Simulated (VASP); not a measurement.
# GaN (P6_3mc) in VASP: further runs

The runs below take GaN through single point, with r2SCAN.

Program: VASP 6.6.1. These are calculated values, not measurements. Logs are shortened: lines on timing, memory, paths and dates and some standing lists are left out, and cuts for length are marked.

## Step 1: The cell of the first run

It takes space group P6_3mc (No. 186, hexagonal). The conventional cell has a = 3.215 Å, b = 3.215 Å, c = 5.235 Å, α = 90.00°, β = 90.00°, γ = 120.00°. Ga (site symmetry 3m) has 4 N at 1.97 Å within 2.6 Å. N (site symmetry 3m) has 4 Ga at 1.97 Å within 2.6 Å.

## Step 2: Single point, r2SCAN, non-collinear spin, zero start, spin-orbit coupling (strain +1.0%)

Contents of POSCAR:

```
GaN
1.0
    3.2149808699      0.0000000000      0.0000000000
   -1.6074904349      2.7842551060      0.0000000000
    0.0000000000      0.0000000000      5.2354614816
Ga N
2 2
Direct
    0.3333333333      0.6666666667     -0.0008868111
    0.6666666667      0.3333333333      0.4991131889
    0.3333333333      0.6666666667      0.3758868111
    0.6666666667      0.3333333333      0.8758868111
```

Contents of INCAR.step1:

```
SYSTEM = GaN
PREC = Accurate ; ENCUT = 520
ISMEAR = 0 ; SIGMA = 0.01
LREAL = .False. ; LASPH = .True.
NELM = 150 ; MAGMOM = 0 0 0 0 0 0 0 0 0 0 0 0
LSORBIT = .True. ; GGA_COMPAT = .False.
NBANDS = 50 ; GGA = PE
ALGO = Normal ; EDIFF = 1E-4
LWAVE = .True. ; LCHARG = .False.
```

Contents of INCAR.step2:

```
SYSTEM = GaN
PREC = Accurate ; ENCUT = 520
EDIFF = 1E-6 ; ISMEAR = 0
SIGMA = 0.01 ; LREAL = .False.
LASPH = .True. ; NELM = 150
ALGO = Normal ; ISIF = 2
LWAVE = .False. ; LCHARG = .False.
MAGMOM = 0 0 0 0 0 0 0 0 0 0 0 0 ; LORBIT = 11
LSORBIT = .True. ; GGA_COMPAT = .False.
LORBMOM = .True. ; METAGGA = R2SCAN
LMIXTAU = .True. ; NBANDS = 50
ISTART = 1
```

Contents of KPOINTS:

```
regular mesh
0
Gamma
  12 12 6
  0 0 0
```

Potentials or basis: VASP PAW PBE potentials, release 64 (Ga_d, N).

On the command line:

```bash
cat potpaw_PBE.64/Ga_d/POTCAR potpaw_PBE.64/N/POTCAR > POTCAR
cp INCAR.step1 INCAR
mpirun -np 1 vasp_ncl > vasp.out
cp INCAR.step2 INCAR
mpirun -np 1 vasp_ncl > vasp.out
```

OUTCAR:

```text
SYSTEM = GaN
   PREC = Accurate
   ENCUT = 520
   EDIFF = 1E-6
   ISMEAR = 0
   LREAL = .False.
   LASPH = .True.
   NELM = 150
   ISIF = 2
   LORBIT = 11
   LSORBIT = .True.
   METAGGA = R2SCAN
   ISTART = 1

 ion  position               nearest neighbor table
   1  0.333  0.667  0.999-   4 1.97   4 1.97   4 1.97   3 1.97
   2  0.667  0.333  0.499-   3 1.97   3 1.97   3 1.97   4 1.97
   3  0.333  0.667  0.376-   2 1.97   2 1.97   2 1.97   1 1.97
   4  0.667  0.333  0.876-   1 1.97   1 1.97   1 1.97   2 1.97

  LATTYP: Found a hexagonal cell.
 ALAT       =     3.2149808699
 C/A-ratio  =     1.6284580511

  Lattice vectors:

 A1 = (   3.2149808699,   0.0000000000,   0.0000000000)
 A2 = (  -1.6074904349,   2.7842551060,   0.0000000000)
 A3 = (   0.0000000000,   0.0000000000,   5.2354614816)

Analysis of symmetry for initial positions (statically):
=====================================================================
 Subroutine PRICEL returns:
 Original cell was already a primitive cell.

 Routine SETGRP: Setting up the symmetry group for a
 hexagonal supercell.

 Subroutine GETGRP returns: Found 12 space group operations
 (whereof  6 operations were pure point group operations)
 out of a pool of 24 trial point group operations.

The static configuration has the point symmetry C_3v.
 The point group associated with its full space group is C_6v.

Analysis of symmetry for dynamics (positions and initial velocities):
=====================================================================
 Subroutine PRICEL returns:
 Original cell was already a primitive cell.

 Routine SETGRP: Setting up the symmetry group for a
 hexagonal supercell.

 Subroutine GETGRP returns: Found 12 space group operations
 (whereof  6 operations were pure point group operations)
 out of a pool of 24 trial point group operations.

The dynamic configuration has the point symmetry C_3v.
 The point group associated with its full space group is C_6v.

Analysis of structural, dynamic, and magnetic symmetry:
=====================================================================
 Subroutine PRICEL returns:
 Original cell was already a primitive cell.

 Routine SETGRP: Setting up the symmetry group for a
 hexagonal supercell.

 Subroutine GETGRP returns: Found 12 space group operations
 (whereof  6 operations were pure point group operations)
 out of a pool of 24 trial point group operations.

The overall configuration has the point symmetry C_3v.
 The point group associated with its full space group is C_6v.

 Subroutine INISYM returns: Found 12 space group operations
 (whereof  6 operations are pure point group operations),
 and found     1 'primitive' translations

----------------------------------------------------------------------------------------

                                     Primitive cell

  volume of cell :      46.8643

  direct lattice vectors                    reciprocal lattice vectors
     3.214980870  0.000000000  0.000000000     0.311043841  0.179581246  0.000000000
    -1.607490435  2.784255106  0.000000000     0.000000000  0.359162491  0.000000000
     0.000000000  0.000000000  5.235461482     0.000000000  0.000000000  0.191005130

  length of vectors
     3.214980870  3.214980870  5.235461482     0.359162491  0.359162491  0.191005130

  position of ions in fractional coordinates (direct lattice)
     0.333333333  0.666666667  0.999113189
     0.666666667  0.333333333  0.499113189
     0.333333333  0.666666667  0.375886811
     0.666666667  0.333333333  0.875886811

  ion indices of the primitive-cell ions
   primitive index   ion index
                 1           1
                 2           2
                 3           3
                 4           4

[... 116 lines left out ...]
 Free energy of the ion-electron system (eV)
  ---------------------------------------------------
  ext. energy  EPLUGINS =         0.00000000
  ---------------------------------------------------
  free energy    TOTEN  =       -43.81625136 eV

  energy without entropy =      -43.81625136  energy(sigma->0) =      -43.81625136

 E-fermi :   4.8635     XC(G=0): -12.4885

 val. band max:        4.7835927567   @ k =   0.0000   0.0000   0.0000
 cond. band min:       6.9170991239   @ k =   0.0000   0.0000   0.0000
 fundamental gap:      2.1335063672
 Fermi energy:         4.8634619808

 k-point     1 :       0.0000    0.0000    0.0000
  band No.  band energies     occupation
      1     -11.7770      1.00000
      2     -11.7770      1.00000
      3     -10.8698      1.00000
      4     -10.8698      1.00000
      5      -9.2224      1.00000
      6      -9.2224      1.00000
[... 1213 lines left out ...]
     47      15.8448      0.00000
     48      15.8466      0.00000

 [... further k-points ...]

 [bands above 48 left out]

------------------------ aborting loop because EDIFF is reached ----------------------------------------

  FORCE on cell =-STRESS in cart. coord.  units (eV):
  Direction    XX          YY          ZZ          XY          YZ          ZX
  --------------------------------------------------------------------------------------
  -------------------------------------------------------------------------------------
  Total       -1.3324747     -1.3324747     -1.3225876     -0.0000000     -0.0000000      0.0000000
  in kB      -45.5540676    -45.5540676    -45.2160520     -0.0000000     -0.0000000      0.0000000
  external PRESSURE =     -45.4413957 kB  Pullay stress =       0.0000000 kB

 VOLUME and BASIS-vectors are now :
 -----------------------------------------------------------------------------
  energy-cutoff  :      520.00
  volume of cell :       46.86
      direct lattice vectors                 reciprocal lattice vectors
     3.214980870  0.000000000  0.000000000     0.311043841  0.179581246  0.000000000
    -1.607490435  2.784255106  0.000000000     0.000000000  0.359162491  0.000000000
     0.000000000  0.000000000  5.235461482     0.000000000  0.000000000  0.191005130

 POSITION                                       TOTAL-FORCE (eV/Angst)
 -----------------------------------------------------------------------------------
     -0.00000      1.85617      5.23082         0.000000     -0.000000      0.000505
      1.60749      0.92809      2.61309        -0.000000      0.000000      0.000505
     -0.00000      1.85617      1.96794         0.000000      0.000000     -0.000505
      1.60749      0.92809      4.58567         0.000000      0.000000     -0.000505
 -----------------------------------------------------------------------------------
    total drift:                               -0.000000      0.000000      0.027204

  FREE ENERGIE OF THE ION-ELECTRON SYSTEM (eV)
  ---------------------------------------------------
  free  energy   TOTEN  =       -43.8162513606 eV

  energy  without entropy=      -43.8162513606  energy(sigma->0) =      -43.81625136

 orbital moment (x)

 # of ion     p       d       tot
 ----------------------------------------
  1         0.000   0.000   0.000
  2        -0.000   0.000  -0.000
  3        -0.000   0.000  -0.000
  4        -0.000   0.000  -0.000
 ----------------------------------------
           -0.000   0.000   0.000

 orbital moment (y)

 # of ion     p       d       tot
 ----------------------------------------
  1        -0.000  -0.000  -0.000
  2         0.000   0.000   0.000
  3         0.000   0.000   0.000
  4        -0.000   0.000  -0.000
 ----------------------------------------
           -0.000  -0.000  -0.000

 orbital moment (z)

 # of ion     p       d       tot
 ----------------------------------------
  1        -0.000   0.000   0.000
  2         0.000   0.000   0.000
  3        -0.000   0.000  -0.000
  4        -0.000   0.000  -0.000
 ----------------------------------------
           -0.000   0.000   0.000

 Spin-Orbit-Coupling matrix elements

 Ion:    1  E_soc:     -0.0100633
 l=   1
     0.0000000    -0.0008894    -0.0008962
    -0.0008894     0.0000000    -0.0008894
    -0.0008962    -0.0008894     0.0000000
 l=   2
     0.0000000    -0.0001558     0.0000000    -0.0001558    -0.0006331
    -0.0001558     0.0000000    -0.0004736    -0.0001533    -0.0001558
     0.0000000    -0.0004736     0.0000000    -0.0004736     0.0000000
    -0.0001558    -0.0001533    -0.0004736     0.0000000    -0.0001558
    -0.0006331    -0.0001558     0.0000000    -0.0001558     0.0000000
 l=   3
     0.0000000     0.0000000     0.0000000     0.0000000     0.0000000     0.0000000     0.0000000
     0.0000000     0.0000000     0.0000000     0.0000000     0.0000000     0.0000000     0.0000000
     0.0000000     0.0000000     0.0000000     0.0000000     0.0000000     0.0000000     0.0000000
     0.0000000     0.0000000     0.0000000     0.0000000     0.0000000     0.0000000     0.0000000
[... 49 lines left out ...]
 l=   2
     0.0000000     0.0000000     0.0000000     0.0000000     0.0000000
     0.0000000     0.0000000     0.0000000     0.0000000     0.0000000
     0.0000000     0.0000000     0.0000000     0.0000000     0.0000000
     0.0000000     0.0000000     0.0000000     0.0000000     0.0000000
     0.0000000     0.0000000     0.0000000     0.0000000     0.0000000
 l=   3
     0.0000000     0.0000000     0.0000000     0.0000000     0.0000000     0.0000000     0.0000000
     0.0000000     0.0000000     0.0000000     0.0000000     0.0000000     0.0000000     0.0000000
     0.0000000     0.0000000     0.0000000     0.0000000     0.0000000     0.0000000     0.0000000
     0.0000000     0.0000000     0.0000000     0.0000000     0.0000000     0.0000000     0.0000000
     0.0000000     0.0000000     0.0000000     0.0000000     0.0000000     0.0000000     0.0000000
     0.0000000     0.0000000     0.0000000     0.0000000     0.0000000     0.0000000     0.0000000
     0.0000000     0.0000000     0.0000000     0.0000000     0.0000000     0.0000000     0.0000000

 total charge

# of ion       s       p       d       tot
------------------------------------------
    1        0.749   0.847  10.175  11.772
    2        0.749   0.847  10.175  11.772
    3        1.232   2.524   0.000   3.756
    4        1.232   2.524   0.000   3.756
--------------------------------------------------
tot          3.962   6.743  20.351  31.056

 magnetization (x)

# of ion       s       p       d       tot
------------------------------------------
    1        0.000   0.000  -0.000  -0.000
    2        0.000   0.000   0.000   0.000
    3        0.000   0.000   0.000   0.000
    4       -0.000   0.000   0.000  -0.000
--------------------------------------------------
tot         -0.000   0.000  -0.000   0.000

 magnetization (y)

# of ion       s       p       d       tot
------------------------------------------
    1        0.000   0.000   0.000   0.000
    2        0.000  -0.000   0.000  -0.000
    3        0.000   0.000   0.000   0.000
    4        0.000   0.000   0.000   0.000
--------------------------------------------------
tot          0.000  -0.000   0.000  -0.000

 magnetization (z)

# of ion       s       p       d       tot
------------------------------------------
    1       -0.000   0.000   0.000   0.000
    2       -0.000   0.000  -0.000   0.000
    3        0.000  -0.000   0.000  -0.000
    4        0.000   0.000   0.000   0.000
--------------------------------------------------
tot          0.000   0.000   0.000   0.000
```

Run time: 81 min. Hardware: 1 thread of Oxide Virtual Turin-like, shared host; peak memory 0.5 GiB.

Results:

| Quantity | Value |
| --- | --- |
| Free energy | -43.8163 eV |
| Pressure | -4.5 GPa |
| Net moment | 0.00 μB per cell |
| Valence electrons inside the program's atomic spheres | Ga 11.77; N 3.76 |

Moments on the atoms (μB; x, y, z):
```
Ga  0.00 0.00 0.00
Ga  0.00 0.00 0.00
N   0.00 0.00 0.00
N   0.00 0.00 0.00
```

Caveat: the cell differs from its parent crystal (strain +1.0%); the cell stands under tension; the PAW data sets were made with another functional, which shifts forces and pressure a little.

## Step 3: Single point, r2SCAN, non-collinear spin, zero start, spin-orbit coupling (strain +2.0%)

Contents of POSCAR:

```
GaN
1.0
    3.2468123637      0.0000000000      0.0000000000
   -1.6234061818      2.8118219883      0.0000000000
    0.0000000000      0.0000000000      5.2872977339
Ga N
2 2
Direct
    0.3333333333      0.6666666667     -0.0009714342
    0.6666666667      0.3333333333      0.4990285658
    0.3333333333      0.6666666667      0.3759714342
    0.6666666667      0.3333333333      0.8759714342
```

Contents of INCAR.step1:

```
PREC = Accurate
ENCUT = 520
ISMEAR = 0
SIGMA = 0.01
LREAL = F
LASPH = T
NELM = 150
MAGMOM = 0 0 0 0 0 0 0 0 0 0 0 0
LSORBIT = T
GGA_COMPAT = F
NBANDS = 50
GGA = PE
ALGO = Normal
EDIFF = 1E-4
LWAVE = T
LCHARG = F
```

Contents of INCAR.step2:

```
PREC = Accurate
ENCUT = 520
EDIFF = 1E-6
ISMEAR = 0
SIGMA = 0.01
LREAL = F
LASPH = T
NELM = 150
ALGO = Normal
ISIF = 2
LWAVE = F
LCHARG = F
MAGMOM = 0 0 0 0 0 0 0 0 0 0 0 0
LORBIT = 11
LSORBIT = T
GGA_COMPAT = F
LORBMOM = T
METAGGA = R2SCAN
LMIXTAU = T
NBANDS = 50
ISTART = 1
```

Contents of KPOINTS:

```
Automatic mesh
0
Gamma
  12 12 6
```

Potentials or basis: VASP PAW PBE potentials, release 64 (Ga_d, N).

On the command line:

```bash
cat potpaw_PBE.64/Ga_d/POTCAR potpaw_PBE.64/N/POTCAR > POTCAR
cp INCAR.step1 INCAR
mpirun -np 1 vasp_ncl > vasp.out
cp INCAR.step2 INCAR
mpirun -np 1 vasp_ncl > vasp.out
```

Run time: 58 min. Hardware: 1 thread of Oxide Virtual Turin-like, shared host; peak memory 0.51 GiB.

Results (log left out):

| Quantity | Value |
| --- | --- |
| Free energy | -43.7558 eV |
| Pressure | -9.4 GPa |
| Largest force | 0.005 eV/Å |
| Net moment | 0.00 μB per cell |
| Valence electrons inside the program's atomic spheres | Ga 11.72; N 3.73 |

Forces in eV/Å, atoms in the order of the input:
```
Ga   0.000  0.000  0.005
Ga   0.000  0.000  0.005
N    0.000  0.000 -0.005
N    0.000  0.000 -0.005
```

Stress tensor (GPa, compression positive):
```
-9.44  0.00  0.00
 0.00 -9.44  0.00
 0.00  0.00 -9.35
```

Moments on the atoms (μB; x, y, z):
```
Ga  0.00 0.00 0.00
Ga  0.00 0.00 0.00
N   0.00 0.00 0.00
N   0.00 0.00 0.00
```

Caveat: the cell differs from its parent crystal (strain +2.0%); the cell stands under tension; the PAW data sets were made with another functional, which shifts forces and pressure a little.
